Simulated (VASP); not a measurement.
Wanted: the native input for a VASP 6.6.1 run.

```
Task                   : single point
Functional             : r2SCAN
Potentials or basis    : VASP PAW PBE potentials, release 64 (Si, C)
Cutoff                 : 520 eV
k mesh                 : 10 × 10 × 10
Occupations            : gaussian, width 0.01 eV
Spin                   : no spin polarisation
Dipole correction      : no
Further INCAR settings : ALGO = Normal; EDIFF = 1e-06; NBANDS = 11
```

The system is SiC.

```xyz
2
Lattice="0.0000 2.2170 2.2170 2.2170 0.0000 2.2170 2.2170 2.2170 0.0000" Properties=species:S:1:pos:R:3 pbc="T T T"
Si    0.0000    0.0000    0.0000
C     1.1085    1.1085    1.1085
```

This cell differs from its parent crystal: strain +1.8%.

The input as run:

POSCAR

```
SiC
1.0
    0.0000000000      2.2170394847      2.2170394847
    2.2170394847      0.0000000000      2.2170394847
    2.2170394847      2.2170394847      0.0000000000
Si C
1 1
Direct
    0.0000000000      0.0000000000      0.0000000000
    0.2500000000      0.2500000000      0.2500000000
```

INCAR.step1

```
SYSTEM = SiC
PREC = Accurate ; ENCUT = 520
ISMEAR = 0 ; SIGMA = 0.01
LREAL = .False. ; LASPH = .True.
NELM = 100 ; NBANDS = 11
GGA = PE ; ALGO = Normal
EDIFF = 1E-4 ; LWAVE = .True.
LCHARG = .False.
```

INCAR.step2

```
SYSTEM = SiC
PREC = Accurate ; ENCUT = 520
EDIFF = 1E-6 ; ISMEAR = 0
SIGMA = 0.01 ; LREAL = .False.
LASPH = .True. ; NELM = 100
ALGO = Normal ; ISIF = 2
LWAVE = .False. ; LCHARG = .True.
METAGGA = R2SCAN ; LMIXTAU = .True.
LELF = .True. ; LVHAR = .True.
NBANDS = 11 ; ISTART = 1
```

KPOINTS

```
Automatic mesh
0
Gamma
  10 10 10
  0 0 0
```

Potentials or basis: VASP PAW PBE potentials, release 64 (Si, C).

Command:

```console
$ cat potpaw_PBE.64/Si/POTCAR potpaw_PBE.64/C/POTCAR > POTCAR
$ cp INCAR.step1 INCAR
$ mpirun -np 1 vasp_std > vasp.out
$ cp INCAR.step2 INCAR
$ mpirun -np 1 vasp_std > vasp.out
```

It gave:

- Pressure: -11.0 GPa
- Band gap on the k mesh: 1.76 eV, indirect (least direct gap 4.99 eV)

Caveat: the cell differs from its parent crystal (strain +1.8%); the PAW data sets were made with another functional, which shifts forces and pressure a little.

Wall time 16 s on 1 thread of Intel(R) Xeon(R) 6975P-C (Granite Rapids), on a shared host, peak memory 0.14 GiB.
